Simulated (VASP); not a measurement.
**BiBrO: single point with LDA**

BiBrO:

```
Bi Br O
1.0
     3.94730    0.00000    0.00000
     0.00000    3.94730    0.00000
     0.00000    0.00000    8.28110
Bi Br O
2 2 2
Cartesian
  0.0000 1.9736 1.3048
  1.9736 0.0000 6.9763
  0.0000 1.9736 5.3970
  1.9736 0.0000 2.8841
  0.0000 0.0000 0.0000
  1.9736 1.9736 0.0000
```

```json
{
  "Program": "VASP 6.6.1",
  "Task": "single point",
  "Functional": "LDA",
  "Potentials or basis": "VASP PAW LDA potentials, release 64 (Bi_d, Br, O)",
  "Cutoff": "520 eV",
  "k mesh": "8 × 8 × 4",
  "Occupations": "gaussian, width 0.05 eV",
  "Spin": "no spin polarisation"
}
```

```yaml
Pressure: -6.1 GPa
Largest_force: 0.976 eV/Å
Band_gap_on_the_k_mesh: 2.11 eV (least direct gap 2.30 eV)
```

Forces on the atoms (eV/Å):
```
Bi   0.000  0.000 -0.976
Bi   0.000  0.000  0.976
Br   0.000  0.000  0.312
Br   0.000  0.000 -0.312
O    0.000  0.000  0.000
O    0.000  0.000  0.000
```

Stress tensor (GPa, compression positive):
```
-6.03  0.00  0.00
 0.00 -6.03  0.00
 0.00  0.00 -6.37
```

Levels at points of the mesh, in eV from the valence-band top:
```tsv
k point	band 25	band 26	band 27	band 28	band 29	band 30	band 31	band 32
(0.00, 0.00, 0.00)	-1.01	-0.71	-0.71	-0.59	2.23	3.14	4.64	4.64
(0.50, 0.00, 0.00)	-0.52	-0.52	-0.15	-0.15	4.02	4.02	4.60	4.60
(0.50, 0.50, 0.00)	-0.77	-0.77	-0.70	-0.70	3.06	3.06	4.76	4.76
(0.00, 0.00, 0.50)	-0.97	-0.47	-0.47	-0.19	2.11	2.43	4.48	4.48
(0.50, 0.00, 0.50)	-0.52	-0.52	-0.13	-0.13	3.86	3.86	4.64	4.64
(0.50, 0.50, 0.50)	-1.08	-1.08	-0.70	-0.70	3.70	3.70	5.01	5.01
```

It took 2.1 min on 1 thread of Intel(R) Xeon(R) 6975P-C (Granite Rapids), on a shared host, peak memory 0.31 GiB.

Caveat: the cell stands under tension; spin-orbit coupling is left out, which moves the levels of the heavy elements. A k mesh can miss the band edges.
